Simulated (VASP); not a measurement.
# Ti (P6/mmm) in VASP: notebook

The runs below take Ti through single point, with RPBE.

Everything below comes from runs of VASP 6.6.1. Logs are shortened: lines on timing, memory, paths and dates and some standing lists are left out, and cuts for length are marked.

### 1 The cell of the first run

Symmetry: P6/mmm, No. 191, hexagonal system. Conventional cell: a = 4.629 Å, b = 4.629 Å, c = 2.857 Å, α = 90.00°, β = 90.00°, γ = 120.00°. Ti (site symmetry 6/mmm) has 14 Ti at 2.86 to 3.03 Å within 3.8 Å. Ti (site symmetry -6m2) has 11 Ti at 2.67 to 3.03 Å within 3.5 Å.

This isn't the form of Ti at room conditions, which is hcp.

### 2 Single point, RPBE

Contents of INCAR:

```
SYSTEM = Ti
PREC     = Accurate       ! precision mode
ENCUT    = 520            ! plane-wave cutoff, eV
EDIFF    = 1E-6           ! SCF threshold, eV
ISMEAR   = -1             ! smearing method
SIGMA    = 0.1            ! smearing width, eV
LREAL    = .False.        ! projectors in reciprocal space
LASPH    = .True.         ! aspherical terms in the spheres
NELM     = 60             ! most SCF steps
ALGO     = Normal         ! electronic algorithm
ISIF     = 2              ! what is computed and relaxed
LWAVE    = .False.        ! write WAVECAR
LCHARG   = .False.        ! write CHGCAR
GGA      = RP             ! functional
NBANDS   = 25             ! bands
```

Contents of KPOINTS:

```
regular mesh
0
Gamma
  8 8 11
  0 0 0
```

Contents of POSCAR:

```
Ti
1.0
    4.6287422425      0.0000000000      0.0000000000
   -2.3143711212      4.0086083695      0.0000000000
    0.0000000000      0.0000000000      2.8567573150
Ti
3
Direct
    0.0000000000      0.0000000000      0.0000000000
    0.3333333333      0.6666666667      0.5000000000
    0.6666666667      0.3333333333      0.5000000000
```

Potentials or basis: VASP PAW PBE potentials, release 64 (Ti_sv).

The run is started by

```bash
> cat potpaw_PBE.64/Ti_sv/POTCAR > POTCAR
> mpirun -np 1 vasp_std > vasp.out
```

OUTCAR:

```text
SYSTEM = Ti
   PREC = Accurate
   ENCUT = 520
   EDIFF = 1E-6
   ISMEAR = -1
   LREAL = .False.
   LASPH = .True.
   NELM = 60
   ISIF = 2
   GGA = RP

 ion  position               nearest neighbor table
   1  0.000  0.000  0.000-
   2  0.333  0.667  0.500-   3 2.67   3 2.67   3 2.67
   3  0.667  0.333  0.500-   2 2.67   2 2.67   2 2.67

  LATTYP: Found a hexagonal cell.
 ALAT       =     4.6287422425
 C/A-ratio  =     0.6171778780

  Lattice vectors:

 A1 = (   4.6287422425,   0.0000000000,   0.0000000000)
 A2 = (  -2.3143711212,   4.0086083695,   0.0000000000)
 A3 = (   0.0000000000,   0.0000000000,   2.8567573150)

Analysis of symmetry for initial positions (statically):
=====================================================================
 Subroutine PRICEL returns:
 Original cell was already a primitive cell.

 Routine SETGRP: Setting up the symmetry group for a
 hexagonal supercell.

 Subroutine GETGRP returns: Found 24 space group operations
 (whereof 24 operations were pure point group operations)
 out of a pool of 24 trial point group operations.

The static configuration has the point symmetry D_6h.

Analysis of symmetry for dynamics (positions and initial velocities):
=====================================================================
 Subroutine PRICEL returns:
 Original cell was already a primitive cell.

 Routine SETGRP: Setting up the symmetry group for a
 hexagonal supercell.

 Subroutine GETGRP returns: Found 24 space group operations
 (whereof 24 operations were pure point group operations)
 out of a pool of 24 trial point group operations.

The dynamic configuration has the point symmetry D_6h.

 Subroutine INISYM returns: Found 24 space group operations
 (whereof 24 operations are pure point group operations),
 and found     1 'primitive' translations

----------------------------------------------------------------------------------------

                                     Primitive cell

  volume of cell :      53.0066

  direct lattice vectors                    reciprocal lattice vectors
     4.628742243  0.000000000  0.000000000     0.216041410  0.124731566  0.000000000
    -2.314371121  4.008608370  0.000000000     0.000000000  0.249463132  0.000000000
     0.000000000  0.000000000  2.856757315     0.000000000  0.000000000  0.350047235

  length of vectors
     4.628742243  4.628742242  2.856757315     0.249463132  0.249463132  0.350047235

  position of ions in fractional coordinates (direct lattice)
     0.000000000  0.000000000  0.000000000
     0.333333333  0.666666667  0.500000000
     0.666666667  0.333333333  0.500000000

  ion indices of the primitive-cell ions
   primitive index   ion index
                 1           1
                 2           2
                 3           3

----------------------------------------------------------------------------------------

 KPOINTS: regular mesh

Automatic generation of k-mesh.
 Grid dimensions read from file:
 generate k-points for:    8    8   11

 Generating k-lattice:

  Cartesian coordinates                     Fractional coordinates (reciprocal lattice)
     0.027005176  0.015591446  0.000000000     0.125000000  0.000000000  0.000000000
     0.000000000  0.031182892  0.000000000     0.000000000  0.125000000  0.000000000
     0.000000000  0.000000000  0.031822476     0.000000000  0.000000000  0.090909091

  Length of vectors
     0.031182892  0.031182892  0.031822476

  Shift w.r.t. Gamma in fractional coordinates (k-lattice)
     0.000000000  0.000000000  0.000000000

 Subroutine IBZKPT returns following result:
 ===========================================

 Found     60 irreducible k-points:

 Following reciprocal coordinates:
            Coordinates               Weight
  0.000000  0.000000  0.000000      1.000000
  0.125000  0.000000  0.000000      6.000000
  0.250000  0.000000  0.000000      6.000000
  0.375000  0.000000  0.000000      6.000000
  0.500000  0.000000  0.000000      3.000000
  0.125000  0.125000  0.000000      6.000000
[... 16 lines left out ...]
  0.250000  0.000000  0.181818     12.000000
  0.375000  0.000000  0.181818     12.000000
 [... further k-points ...]
   k-points           NKPTS =     60   k-points in BZ     NKDIM =     60   number of bands    NBANDS=     25
   number of dos      NEDOS =    301   number of ions     NIONS =      3
   total plane-waves  NPLWV =  31104
   dimension x,y,z NGX =    36 NGY =   36 NGZ =   24
   dimension x,y,z NGXF=    72 NGYF=   72 NGZF=   48
   ions per type =               3
   NGX,Y,Z   is equivalent  to a cutoff of  12.93, 12.93, 13.97 a.u.
   NGXF,Y,Z  is equivalent  to a cutoff of  25.86, 25.86, 27.93 a.u.
 SYSTEM =  Ti
   PREC   = accura    normal or accurate (medium, high low for compatibility)
   ISTART =      0    job   : 0-new  1-cont  2-samecut
   ICHARG =      2    charge: 1-file 2-atom 10-const
   ISPIN  =      1    spin polarized calculation?
   LNONCOLLINEAR =      F non collinear calculations
   LSORBIT =      F    spin-orbit coupling
   LASPH  =      T    aspherical Exc in radial PAW
   ENCUT  =  520.0 eV  38.22 Ry    6.18 a.u.   8.61  8.61  5.31*2*pi/ulx,y,z
   NELM   =     60;   NELMIN=  2; NELMDL= -5     # of ELM steps
   EDIFF  = 0.1E-05   stopping-criterion for ELM
   LREAL  =      F    real-space projection
   EDIFFG = 0.1E-04   stopping-criterion for IOM
   NSW    =      0    number of steps for IOM
   IBRION =     -1    ionic relax: 0-MD 1-quasi-New 2-CG
   NFREE  =      0    steps in history (QN), initial steepest desc. (CG)
   ISIF   =      2    stress and relaxation
   ISYM   =      2    0-nonsym 1-usesym 2-fastsym
   POTIM  = 0.5000    time-step for ionic-motion
   TEBEG  =    0.0;   TEEND  =   0.0 temperature during run
   PSTRESS=    0.0 pullay stress
   NELECT =      36.0000    total number of electrons
   NUPDOWN=      -1.0000    fix difference up-down
   EMIN   =  10.00;   EMAX   =-10.00  energy-range for DOS
   EFERMI =   0.00;   METHOD = LEGACY
   ISMEAR =    -1;   SIGMA  =   0.10  broadening in eV -4-tet -1-fermi 0-gaus
   EFERMI_NEDOS =   21; number of points for ismear=-14 and -15
   IALGO  =     38    algorithm
   IMIX   =      4    mixing-type and parameters
     AMIX     =   0.40;   BMIX     =  1.00
     AMIX_MAG =   1.60;   BMIX_MAG =  1.00
  volume/ion in A,a.u.               =      17.67       119.24
  Fermi-wavevector in a.u.,A,eV,Ry     =   1.439016  2.719346 28.174503  2.070768
  Thomas-Fermi vector in A             =   2.557919
   LORBIT       =      0    0 simple, 1 ext, 2 COOP (PROOUT), +10 PAW based schemes
   GGA     = RP    functional components
   LHFCALC =     F    Hartree Fock is set to
   AEXX    =    0.0000 exact exchange contribution
   IVDW    =     0    specifies the selected vdW correction
   LEPSILON=     F    determine dielectric tensor
   LRPA    =     F    only Hartree local field effects (RPA)
 non-spin polarized calculation
  energy-cutoff  :      520.00
  volume of cell :       53.01
 maximum number of plane-waves:      1445
 NGX is ok and might be reduce to    36
   NGX = 17   NGY = 17   NGZ = 11

 number of electron      35.9999989 magnetization

 Free energy of the ion-electron system (eV)
  ---------------------------------------------------
  ext. energy  EPLUGINS =         0.00000000
  ---------------------------------------------------
  free energy    TOTEN  =       -22.36352799 eV

  energy without entropy =      -22.25641556  energy(sigma->0) =      -22.30997177

 E-fermi :   8.1444     XC(G=0): -11.3075

 val. band max:        8.1400297624   @ k =   0.3750   0.2500   0.3636
 cond. band min:       8.1570336460   @ k =   0.2500   0.1250   0.0000
 fundamental gap:      0.0170038836
 Fermi energy:         8.1444207701

 k-point     1 :       0.0000    0.0000    0.0000
  band No.  band energies     occupation
      1     -48.9099      2.00000
      2     -48.6695      2.00000
      3     -48.5260      2.00000
      4     -25.1398      2.00000
      5     -25.1398      2.00000
      6     -25.0338      2.00000
[... 17 lines left out ...]
     24      10.0227      0.00000
     25      10.0336      0.00000

 k-point     2 :       0.1250    0.0000    0.0000
  band No.  band energies     occupation
      1     -48.9083      2.00000
      2     -48.6660      2.00000
      3     -48.5313      2.00000
      4     -25.1754      2.00000
      5     -25.1647      2.00000
      6     -24.9977      2.00000
[... 17 lines left out ...]
     24       9.7204      0.00000
     25      10.3624      0.00000

 k-point     3 :       0.2500    0.0000    0.0000
  band No.  band energies     occupation
      1     -48.9046      2.00000
      2     -48.6555      2.00000
      3     -48.5459      2.00000
      4     -25.2281      2.00000
      5     -25.1740      2.00000
      6     -24.9440      2.00000
[... 17 lines left out ...]
     24       9.8882      0.00000
     25      10.6949      0.00000

 k-point     4 :       0.3750    0.0000    0.0000
  band No.  band energies     occupation
      1     -48.9010      2.00000
      2     -48.6399      2.00000
      3     -48.5654      2.00000
      4     -25.2657      2.00000
      5     -25.1444      2.00000
      6     -24.9052      2.00000
[... 17 lines left out ...]
     24      10.3473      0.00000
     25      10.5695      0.00000
[... 477 lines left out ...]
 k-point    22 :       0.1250    0.0000    0.1818
  band No.  band energies     occupation
      1     -48.8918      2.00000
      2     -48.6541      2.00000
      3     -48.5177      2.00000
      4     -25.1442      2.00000
      5     -25.1379      2.00000
      6     -24.9896      2.00000
[... 17 lines left out ...]
     24       9.6909      0.00000
     25      10.6082      0.00000

 k-point    23 :       0.2500    0.0000    0.1818
  band No.  band energies     occupation
      1     -48.8891      2.00000
      2     -48.6427      2.00000
      3     -48.5323      2.00000
      4     -25.1896      2.00000
      5     -25.1517      2.00000
      6     -24.9474      2.00000
[... 17 lines left out ...]
     24       9.8444      0.00000
     25      10.8908      0.00000

 k-point    24 :       0.3750    0.0000    0.1818
  band No.  band energies     occupation
      1     -48.8865      2.00000
      2     -48.6261      2.00000
      3     -48.5517      2.00000
      4     -25.2227      2.00000
      5     -25.1345      2.00000
      6     -24.9484      2.00000
[... 17 lines left out ...]
     24      10.2237      0.00000
     25      10.5766      0.00000

 [... further k-points ...]

------------------------ aborting loop because EDIFF is reached ----------------------------------------

  FORCE on cell =-STRESS in cart. coord.  units (eV):
  Direction    XX          YY          ZZ          XY          YZ          ZX
  --------------------------------------------------------------------------------------
  -------------------------------------------------------------------------------------
  Total       -0.0746677     -0.0746677     -0.0738924     -0.0000000      0.0000000      0.0000000
  in kB       -2.2569056     -2.2569056     -2.2334699     -0.0000000      0.0000000      0.0000000
  external PRESSURE =      -2.2490937 kB  Pullay stress =       0.0000000 kB

 VOLUME and BASIS-vectors are now :
 -----------------------------------------------------------------------------
  energy-cutoff  :      520.00
  volume of cell :       53.01
      direct lattice vectors                 reciprocal lattice vectors
     4.628742243  0.000000000  0.000000000     0.216041410  0.124731566  0.000000000
    -2.314371121  4.008608370  0.000000000     0.000000000  0.249463132  0.000000000
     0.000000000  0.000000000  2.856757315     0.000000000  0.000000000  0.350047235

 POSITION                                       TOTAL-FORCE (eV/Angst)
 -----------------------------------------------------------------------------------
      0.00000      0.00000      0.00000         0.000000      0.000000     -0.000000
     -0.00000      2.67241      1.42838        -0.000000     -0.000000      0.000000
      2.31437      1.33620      1.42838         0.000000      0.000000     -0.000000
 -----------------------------------------------------------------------------------
    total drift:                                0.000000      0.000000     -0.000000

  FREE ENERGIE OF THE ION-ELECTRON SYSTEM (eV)
  ---------------------------------------------------
  free  energy   TOTEN  =       -22.3635279864 eV

  energy  without entropy=      -22.2564155571  energy(sigma->0) =      -22.30997177
```

It took 2.2 min on 1 thread of Intel Xeon 8259CL, shared host; peak memory 0.21 GiB.

What came out:

| Quantity | Value |
| --- | --- |
| Free energy | -22.3635 eV |
| Pressure | -0.2 GPa |
| Band gap on the k mesh | zero (bands 18 and 19 overlap by 0.20 eV) |

Caveat: the PAW data sets were made with another functional, which shifts forces and pressure a little.

### 3 Single point, RPBE (15.55 Å³/atom)

This run uses another cell than the first one, of 15.55 Å³/atom.

Contents of INCAR:

```
SYSTEM = Ti
ALGO     = Normal         ! electronic algorithm
EDIFF    = 1E-6           ! SCF threshold, eV
ENCUT    = 520            ! plane-wave cutoff, eV
GGA      = RP             ! functional
ISIF     = 2              ! what is computed and relaxed
ISMEAR   = -1             ! smearing method
LASPH    = .TRUE.         ! aspherical terms in the spheres
LCHARG   = .TRUE.         ! write CHGCAR
LELF     = .TRUE.         ! ELF
LREAL    = .FALSE.        ! projectors in reciprocal space
LVHAR    = .TRUE.       
LWAVE    = .FALSE.        ! write WAVECAR
NBANDS   = 25             ! bands
NELM     = 80             ! most SCF steps
PREC     = Accurate       ! precision mode
SIGMA    = 0.1            ! smearing width, eV
```

Contents of KPOINTS:

```
k-points
0
G
  9 9 12
  0 0 0
```

Contents of POSCAR:

```
Ti
1.0
    4.4356494987      0.0000000000      0.0000000000
   -2.2178247494      3.8413851482      0.0000000000
    0.0000000000      0.0000000000      2.7375847452
Ti
3
Direct
    0.0000000000      0.0000000000      0.0000000000
    0.3333333333      0.6666666667      0.5000000000
    0.6666666667      0.3333333333      0.5000000000
```

Potentials or basis: VASP PAW PBE potentials, release 64 (Ti_sv).

The run is started by

```bash
> cat potpaw_PBE.64/Ti_sv/POTCAR > POTCAR
> mpirun -np 1 vasp_std > vasp.out
```

Wall time 3.1 min (1 thread of Intel Xeon 8259CL, shared host); peak memory 0.21 GiB.

The run converged. Its results:

```
Free energy            : -22.0706 eV
Pressure               : 16.4 GPa
Band gap on the k mesh : zero (bands 18 and 19 overlap by 0.32 eV)
```

Stress tensor (GPa, compression positive):
```
16.08  0.00  0.00
 0.00 16.08  0.00
 0.00  0.00 17.11
```

Levels at points of the mesh, in eV from the Fermi level:
```
           k point  band 16  band 17  band 18  band 19  band 20  band 21
(0.00, 0.00, 0.00)    -0.70    -0.63    -0.63     0.01     0.76     1.45
(0.00, 0.00, 0.50)    -1.83    -1.83    -1.68     1.15     1.15     1.45
```

Caveat: the cell stands under pressure; the PAW data sets were made with another functional, which shifts forces and pressure a little.

[end of part 1 of 2]

The gap in the log of VASP goes by the Fermi energy; the results here count the filled bands.